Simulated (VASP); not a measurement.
Wanted: the native input for a VASP 6.6.1 run.

- Task: single point
- Functional: PBEsol
- Potentials or basis: VASP PAW PBE potentials, release 64 (Sr_sv)
- Cutoff: 520 eV
- k mesh: 15 × 15 × 8
- Occupations: gaussian, width 0.15 eV
- Spin: no spin polarisation
- Dipole correction: no
- Further INCAR settings: ALGO = Fast; EDIFF = 1e-06; NBANDS = 17

The structure of Sr lies in POSCAR:

```
Sr
1.0
    4.4393002273      0.0000000000      0.0000000000
   -2.2196501137      3.8445467718      0.0000000000
    0.0000000000      0.0000000000      6.9442500000
Sr
2
Direct
    0.3333333333      0.6666666667      0.2500000000
    0.6666666667      0.3333333333      0.7500000000
```

This cell differs from its parent crystal: strain +0.030 along x and y, -0.015 along z.

The input as run:

INCAR

```
PREC = Accurate ; ENCUT = 520
EDIFF = 1E-6 ; ISMEAR = 0
SIGMA = 0.15 ; LREAL = False
LASPH = True ; NELM = 80
ALGO = Fast ; ISIF = 2
LWAVE = False ; LCHARG = True
GGA = PS ; LELF = True
LVHAR = True ; NBANDS = 17
```

KPOINTS

```
regular mesh
0
Gamma
  15 15 8
```

Potentials or basis: VASP PAW PBE potentials, release 64 (Sr_sv).

Run with:

```console
$ cat potpaw_PBE.64/Sr_sv/POTCAR > POTCAR
$ mpirun -np 1 vasp_std > vasp.out
```

Results of the run:

The pressure is -1.2 GPa. The band gap on the k mesh is zero (band 10 reaches 1.45 eV, above the bottom of band 11 at 1.10 eV).

Caveat: the cell differs from its parent crystal (strain +0.030 along x and y, -0.015 along z); the PAW data sets were made with another functional, which shifts forces and pressure a little.

It took 5.2 min on 1 thread of Oxide Virtual Turin-like Processor (shared host), peak memory 0.36 GiB.
